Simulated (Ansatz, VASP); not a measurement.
One calculation of Se, two programs

```xyz
3
Lattice="1.8745 1.0822 6.2184 -1.8745 1.0822 6.2184 0.0000 -2.1645 6.2184" Properties=species:S:1:pos:R:3 pbc="T T T"
Se    0.0000    0.0000    0.0000
Se    0.0000    0.0000    4.6573
Se    0.0000    0.0000   13.9979
```

Alike in both runs: functional r2SCAN; k mesh 6 × 6 × 6; occupations gaussian, width 0.1 eV; no spin polarisation.

Ansatz relaxed the structure, and its values are those at the end. VASP's run is a single point on that final structure, the one shown.

```csv
,VASP,Ansatz
version,VASP 6.6.1,Ansatz 0.2.0
potentials or method,"VASP PAW PBE potentials, release 64 (Se), cutoff 520 eV","scalar-relativistic, plane waves, PAW"
valence electrons in the cell,18,48
```

```csv
,VASP,Ansatz,Ansatz less VASP
gap on the k mesh at the Fermi level (eV),0.37,0.38,+0.003
least direct gap on the mesh (eV),0.69,0.69,+0.002
pressure (GPa),-0.2,-0.1,+0.07
rms of the force components (eV/Å),0.016,0.013,-0.0030
```

VASP's potentials were made for PBE, not for r2SCAN. With one functional, cell and mesh, what is left measures potentials, basis and numerics. VASP's potentials hold 18 valence electrons a cell and Ansatz's 48, so a difference there can come from the potentials and not from the codes.
